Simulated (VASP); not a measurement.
Input of a VASP 6.6.1 run:

Contents of INCAR:

```
SYSTEM = C19O
  ALGO = Normal
  EDIFF = 1E-7
  ENCUT = 520
  GGA = PE
  ISIF = 2
  ISMEAR = 0
  LASPH = .True.
  LCHARG = .True.
  LELF = .True.
  LREAL = Auto
  LVHAR = .True.
  LWAVE = .False.
  NBANDS = 57
  NELM = 60
  PREC = Accurate
  SIGMA = 0.02
```

KPOINTS

```
k-points
0
Gamma
  2 2 1
  0 0 0
```

File POSCAR:

```
C19O
1.0
    7.3980000000      0.0000000000      0.0000000000
   -3.6990000000      6.4068560000      0.0000000000
    0.0000000000      0.0000000000     12.0000000000
C O
19 1
Direct
    0.0237762706      0.0236804136      0.0656474167
    0.2472468654      0.1354420952      0.0656860000
    0.0237071551      0.3589358025      0.0635480833
    0.2473225084      0.4707820809      0.0651069167
    0.0257406895      0.6924697543      0.0646262500
    0.2452011107      0.8021535056      0.0657642500
    0.3569914610      0.0256679719      0.0662049167
    0.5806357712      0.1374975495      0.0661651667
    0.3590794270      0.3590166534      0.0657675000
    0.5786177592      0.4688273000      0.0660566667
    0.3570758645      0.6903512425      0.0662632500
    0.5805886314      0.8021088659      0.0669482500
    0.6924145047      0.0257046514      0.0663625833
    0.9119836832      0.1354904808      0.0651460000
    0.6903955464      0.3570344019      0.0652548333
    0.9139360519      0.4688126282      0.0637799167
    0.6903859346      0.6923517557      0.0664516667
    0.9140170626      0.8041449660      0.0657435000
   -0.0410397824      0.4740293835      0.3045610000
   -0.0118618359      0.3438110674      0.3319988333
```

Potentials or basis: VASP PAW PBE potentials, release 64 (C, O).

Launch:

```sh
$ cat potpaw_PBE.64/C/POTCAR potpaw_PBE.64/O/POTCAR > POTCAR
$ mpirun -np 1 vasp_std > vasp.out
```

(1) Predict the band gap on the k mesh.

(2) What does it give for the largest force?

Answers

(1) 0.21 eV.

(2) 1.008 eV/Å.

Caveat: the k points lie up to 0.49 Å⁻¹ apart.
